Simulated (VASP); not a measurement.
# Al (Fd-3m) in VASP: notebook, part 2 of 2

VASP 6.6.1. The steps go on from the part before.

### Step 5. Single point, PBE

This run uses another cell than the first one, of 27.66 Å³/atom, 1.345 times its volume.

INCAR

```
SYSTEM = Al
ALGO     = Normal         ! electronic algorithm
EDIFF    = 1E-6           ! SCF threshold, eV
ENCUT    = 520            ! plane-wave cutoff, eV
GGA      = PE             ! functional
ISIF     = 2              ! what is computed and relaxed
ISMEAR   = -1             ! smearing method
LASPH    = .True.         ! aspherical terms in the spheres
LCHARG   = .False.        ! write CHGCAR
LREAL    = .False.        ! projectors in reciprocal space
LWAVE    = .False.        ! write WAVECAR
NBANDS   = 10             ! bands
NELM     = 60             ! most SCF steps
PREC     = Accurate       ! precision mode
SIGMA    = 0.05           ! smearing width, eV
```

KPOINTS

```
k-points
0
Gamma
  7 7 7
  0 0 0
```

POSCAR

```
Al
1.0
    0.0000000000      3.0244211946      3.0244211946
    3.0244211946      0.0000000000      3.0244211946
    3.0244211946      3.0244211946      0.0000000000
Al
2
Direct
    0.0000000000      0.0000000000      0.0000000000
    0.2500000000      0.2500000000      0.2500000000
```

Potentials or basis: VASP PAW PBE potentials, release 64 (Al).

Launch:

```
> cat potpaw_PBE.64/Al/POTCAR > POTCAR
> mpirun -np 1 vasp_std > vasp.out
```

OUTCAR:

```text
SYSTEM = Al
   EDIFF = 1E-6
   ENCUT = 520
   GGA = PE
   ISIF = 2
   ISMEAR = -1
   LASPH = .True.
   LREAL = .False.
   NELM = 60
   PREC = Accurate

 ion  position               nearest neighbor table
   1  0.000  0.000  0.000-   2 2.62   2 2.62   2 2.62   2 2.62
   2  0.250  0.250  0.250-   1 2.62   1 2.62   1 2.62   1 2.62

  LATTYP: Found a face centered cubic cell.
 ALAT       =     6.0488423892

  Lattice vectors:

 A1 = (   0.0000000000,   3.0244211946,   3.0244211946)
[... 440 lines left out ...]
------------------------ aborting loop because EDIFF is reached ----------------------------------------

  FORCE on cell =-STRESS in cart. coord.  units (eV):
  Direction    XX          YY          ZZ          XY          YZ          ZX
  --------------------------------------------------------------------------------------
  -------------------------------------------------------------------------------------
  Total       -0.0061155     -0.0061155     -0.0061155      0.0000000      0.0000000      0.0000000
  in kB       -0.1770858     -0.1770858     -0.1770858      0.0000000      0.0000000      0.0000000
  external PRESSURE =      -0.1770858 kB  Pullay stress =       0.0000000 kB

 VOLUME and BASIS-vectors are now :
 -----------------------------------------------------------------------------
  energy-cutoff  :      520.00
  volume of cell :       55.33
      direct lattice vectors                 reciprocal lattice vectors
     0.000000000  3.024421195  3.024421195    -0.165320889  0.165320889  0.165320889
     3.024421195  0.000000000  3.024421195     0.165320889 -0.165320889  0.165320889
     3.024421195  3.024421195  0.000000000     0.165320889  0.165320889 -0.165320889

 POSITION                                       TOTAL-FORCE (eV/Angst)
 -----------------------------------------------------------------------------------
      0.00000      0.00000      0.00000         0.000000      0.000000      0.000000
      1.51221      1.51221      1.51221        -0.000000     -0.000000     -0.000000
 -----------------------------------------------------------------------------------
    total drift:                               -0.000000      0.000000      0.000000

  FREE ENERGIE OF THE ION-ELECTRON SYSTEM (eV)
  ---------------------------------------------------
  free  energy   TOTEN  =        -5.9979700675 eV

  energy  without entropy=       -5.9789542114  energy(sigma->0) =       -5.98846214
```

OSZICAR:

```text
N       E                     dE             d eps       ncg     rms          rms(c)
DAV:   1     0.743257189669E+00    0.74326E+00   -0.19075E+03   400   0.412E+02
DAV:   2    -0.581965498162E+01   -0.65629E+01   -0.63406E+01   500   0.478E+01
DAV:   3    -0.598701273761E+01   -0.16736E+00   -0.16696E+00   530   0.670E+00
DAV:   4    -0.598880037782E+01   -0.17876E-02   -0.17874E-02   496   0.799E-01
DAV:   5    -0.598883722799E+01   -0.36850E-04   -0.36850E-04   482   0.110E-01    0.153E+00
DAV:   6    -0.599479065144E+01   -0.59534E-02   -0.20019E-03   462   0.241E-01    0.955E-01
DAV:   7    -0.599787483552E+01   -0.30842E-02   -0.55290E-03   444   0.406E-01    0.866E-02
DAV:   8    -0.599794973895E+01   -0.74903E-04   -0.21821E-04   460   0.670E-02    0.461E-02
DAV:   9    -0.599796971126E+01   -0.19972E-04   -0.31177E-05   460   0.289E-02    0.856E-03
DAV:  10    -0.599797006751E+01   -0.35625E-06   -0.92675E-07   414   0.621E-03
   1 F= -.59979701E+01 E0= -.59884621E+01  d E =-.190159E-01
```

stdout:

```text
POSCAR found type information on POSCAR Al
 POSCAR found :  1 types and       2 ions
 scaLAPACK will be used
 LDA part: xc-table for (Slater+PW92), standard interpolation
 POSCAR, INCAR and KPOINTS ok, starting setup
 FFT: planning ... GRIDC
 FFT: planning ... GRID_SOFT
 FFT: planning ... GRID
 WAVECAR not read
 entering main loop
```

It took 9.4 s on 1 thread of Intel Xeon 8259CL, shared host; peak memory 0.17 GiB.

What came out:

- Free energy: -5.9980 eV
- Pressure: 0.0 GPa
- Band gap on the k mesh: zero (band 3 reaches 4.87 eV, above the bottom of band 4 at 2.01 eV)

### Step 6. Relaxation of cell and atoms, PBE

This run uses another cell than the first one, of 21.60 Å³/atom, 1.050 times its volume.

INCAR

```
PREC = Accurate ; ENCUT = 600
EDIFF = 1E-6 ; ISMEAR = -1
SIGMA = 0.05 ; LREAL = F
LASPH = T ; NELM = 60
ALGO = Normal ; ISIF = 3
LWAVE = F ; LCHARG = F
GGA = PE ; IBRION = 2
NSW = 80 ; EDIFFG = -0.01
```

KPOINTS

```
regular mesh
0
Gamma
  7 7 7
```

POSCAR

```
Al
1.0
    0.0000000000      2.7850000000      2.7850000000
    2.7850000000      0.0000000000      2.7850000000
    2.7850000000      2.7850000000      0.0000000000
Al
2
Direct
    0.0000000000      0.0000000000      0.0000000000
    0.2500000000      0.2500000000      0.2500000000
```

Potentials or basis: VASP PAW PBE potentials, release 64 (Al).

Launch:

```
> cat potpaw_PBE.64/Al/POTCAR > POTCAR
> mpirun -np 1 vasp_std > vasp.out
```

OUTCAR:

```text
PREC = Accurate
   ENCUT = 600
   EDIFF = 1E-6
   ISMEAR = -1
   LREAL = F
   LASPH = T
   NELM = 60
   ISIF = 3
   GGA = PE
   IBRION = 2
   NSW = 80
   EDIFFG = -0.01

 ion  position               nearest neighbor table
   1  0.000  0.000  0.000-   2 2.41   2 2.41   2 2.41   2 2.41
   2  0.250  0.250  0.250-   1 2.41   1 2.41   1 2.41   1 2.41

  LATTYP: Found a face centered cubic cell.
 ALAT       =     5.5700000000

  Lattice vectors:

 A1 = (   0.0000000000,   2.7850000000,   2.7850000000)
 A2 = (   2.7850000000,   0.0000000000,   2.7850000000)
 A3 = (   2.7850000000,   2.7850000000,   0.0000000000)

Analysis of symmetry for initial positions (statically):
=====================================================================
 Subroutine PRICEL returns:
 Original cell was already a primitive cell.

 Routine SETGRP: Setting up the symmetry group for a
 face centered cubic supercell.

 Subroutine GETGRP returns: Found 48 space group operations
 (whereof 24 operations were pure point group operations)
 out of a pool of 48 trial point group operations.

The static configuration has the point symmetry T_d .
 The point group associated with its full space group is O_h .

Analysis of symmetry for dynamics (positions and initial velocities):
=====================================================================
 Subroutine PRICEL returns:
 Original cell was already a primitive cell.

 Routine SETGRP: Setting up the symmetry group for a
 face centered cubic supercell.

 Subroutine GETGRP returns: Found 48 space group operations
 (whereof 24 operations were pure point group operations)
 out of a pool of 48 trial point group operations.

The dynamic configuration has the point symmetry T_d .
 The point group associated with its full space group is O_h .

 Subroutine INISYM returns: Found 48 space group operations
 (whereof 24 operations are pure point group operations),
 and found     1 'primitive' translations

----------------------------------------------------------------------------------------

                                     Primitive cell

[... 89 lines left out ...]
   IBRION =      2    ionic relax: 0-MD 1-quasi-New 2-CG
   NFREE  =      1    steps in history (QN), initial steepest desc. (CG)
   ISIF   =      3    stress and relaxation
   ISYM   =      2    0-nonsym 1-usesym 2-fastsym
   POTIM  = 0.5000    time-step for ionic-motion
   TEBEG  =    0.0;   TEEND  =   0.0 temperature during run
   PSTRESS=    0.0 pullay stress
   NELECT =       6.0000    total number of electrons
   NUPDOWN=      -1.0000    fix difference up-down
   EMIN   =  10.00;   EMAX   =-10.00  energy-range for DOS
   EFERMI =   0.00;   METHOD = LEGACY
   ISMEAR =    -1;   SIGMA  =   0.05  broadening in eV -4-tet -1-fermi 0-gaus
   EFERMI_NEDOS =   21; number of points for ismear=-14 and -15
   IALGO  =     38    algorithm
   IMIX   =      4    mixing-type and parameters
     AMIX     =   0.40;   BMIX     =  1.00
     AMIX_MAG =   1.60;   BMIX_MAG =  1.00
  volume/ion in A,a.u.               =      21.60       145.77
  Fermi-wavevector in a.u.,A,eV,Ry     =   0.847793  1.602097  9.779238  0.718754
  Thomas-Fermi vector in A             =   1.963355
   LORBIT       =      0    0 simple, 1 ext, 2 COOP (PROOUT), +10 PAW based schemes
   GGA     = PE    functional components
   LHFCALC =     F    Hartree Fock is set to
   AEXX    =    0.0000 exact exchange contribution
   IVDW    =     0    specifies the selected vdW correction
   LEPSILON=     F    determine dielectric tensor
   LRPA    =     F    only Hartree local field effects (RPA)
 conjugate gradient relaxation of ions
 non-spin polarized calculation
  energy-cutoff  :      600.00
  volume of cell :       43.20
 maximum number of plane-waves:      1464
   NGX = 15   NGY = 15   NGZ = 15

--------------------------------------- Ionic step        1  -------------------------------------------

 number of electron       6.0000000 magnetization

 Free energy of the ion-electron system (eV)
  ---------------------------------------------------
  ext. energy  EPLUGINS =         0.00000000
  ---------------------------------------------------
  free energy    TOTEN  =        -5.52858116 eV

  energy without entropy =       -5.51280645  energy(sigma->0) =       -5.52069381

 E-fermi :   4.5140     XC(G=0):  -8.9786

 val. band max:        4.4523540435   @ k =  -0.4286   0.2857   0.1429
 cond. band min:       4.5236185876   @ k =   0.4286   0.2857   0.0000
 fundamental gap:      0.0712645441
 Fermi energy:         4.5139755086

 k-point     1 :       0.0000    0.0000    0.0000
  band No.  band energies     occupation
      1      -4.4453      2.00000
      2       7.1404      0.00000
      3       7.1404      0.00000
      4       7.1404      0.00000
      5       8.9872      0.00000
      6       8.9872      0.00000
      7       8.9872      0.00000
[... 331 lines left out ...]
--------------------------------------- Ionic step        5  -------------------------------------------

 number of electron       6.0000000 magnetization

 Free energy of the ion-electron system (eV)
  ---------------------------------------------------
  ext. energy  EPLUGINS =         0.00000000
  ---------------------------------------------------
  free energy    TOTEN  =        -5.99773148 eV

  energy without entropy =       -5.97872692  energy(sigma->0) =       -5.98822920

 E-fermi :   2.7991     XC(G=0):  -8.1302

 val. band max:        2.7849756668   @ k =  -0.4286   0.2857   0.1429
 cond. band min:       2.9227570593   @ k =   0.4286   0.1429   0.0000
 fundamental gap:      0.1377813926
 Fermi energy:         2.7990564313

 k-point     1 :       0.0000    0.0000    0.0000
  band No.  band energies     occupation
      1      -5.0705      2.00000
      2       4.8763      0.00000
      3       4.8763      0.00000
      4       4.8763      0.00000
      5       6.7253      0.00000
      6       6.7253      0.00000
      7       6.7253      0.00000
[... 217 lines left out ...]
  FREE ENERGIE OF THE ION-ELECTRON SYSTEM (eV)
  ---------------------------------------------------
  free  energy   TOTEN  =        -5.9977314761 eV

  energy  without entropy=       -5.9787269182  energy(sigma->0) =       -5.98822920

 reached required accuracy - stopping structural energy minimisation
```

Run time: 20 s. Hardware: 1 thread of Intel Xeon 8259CL, shared host; peak memory 0.17 GiB.

Results:

* Free energy: -5.9977 eV
* Relaxed volume: 27.65 Å³/atom
* Relaxed cell: a = 4.277 Å, b = 4.277 Å, c = 4.277 Å, α = 60.00°, β = 60.00°, γ = 60.00°
* Space group after relaxing (to 0.05 Å): Fd-3m (No. 227)
* Energy gained by relaxing: 234.6 meV/atom
* Ionic steps: 5
* Pressure after relaxing: 0.0 GPa
* Band gap on the k mesh: zero (band 3 reaches 4.88 eV, above the bottom of band 4 at 2.01 eV)

Step by step:
| step | energy change (eV) | largest force (eV/Å) | pressure (GPa) | volume (Å³) |
| --- | --- | --- | --- | --- |
| 1 | 0.0000 | 0.0000 | 15.23 | 43.20 |
| 2 | -0.4607 | 0.0000 | -1.27 | 57.36 |
| 3 | -0.4691 | 0.0000 | 0.11 | 55.14 |
| 4 | -0.4691 | 0.0000 | -0.07 | 55.40 |
| 5 | -0.4692 | 0.0000 | -0.01 | 55.31 |

Final structure:
```
CELL_PARAMETERS angstrom
0.00000 3.02401 3.02401
3.02401 0.00000 3.02401
3.02401 3.02401 0.00000
ATOMIC_POSITIONS crystal
Al 0.00000 0.00000 0.00000
Al 0.25000 0.25000 0.25000
```

Levels at points of the mesh, in eV from the Fermi level:
```tsv
k point	band 1	band 2	band 3	band 4	band 5	band 6
(0.00, 0.00, 0.00)	-7.87	2.08	2.08	2.08	3.93	3.93
```

Caveat: the volume moved by over 15 % at a fixed basis, so the end points are rough.

### Step 7. The runs side by side

```csv
task,cell,cutoff (eV),gap on the mesh (eV),pressure (GPa)
single point,"a = 3.875 Å, angles 60.0°, 2 atoms",520,none,20.0
single point,"a = 4.023 Å, angles 60.0°, 2 atoms",520,none,10.0
single point,"a = 4.126 Å, angles 60.0°, 2 atoms",520,none,5.0
single point,"a = 4.277 Å, angles 60.0°, 2 atoms",520,none,0.0
relaxation of cell and atoms,"relaxed from a = 3.939 Å, angles 60.0°, 2 atoms",600,none,0.0
```

Alike in all rows: level PBE; potentials or basis VASP PAW PBE potentials, release 64 (Al); no spin polarisation; k mesh 7 × 7 × 7; smearing fermi-dirac 0.05 eV.

Caveats: the volume moved by over 15 % at a fixed basis, so the end points are rough (some runs).

Total energies depend on the potentials used, so only differences within one code and one set of settings carry meaning.
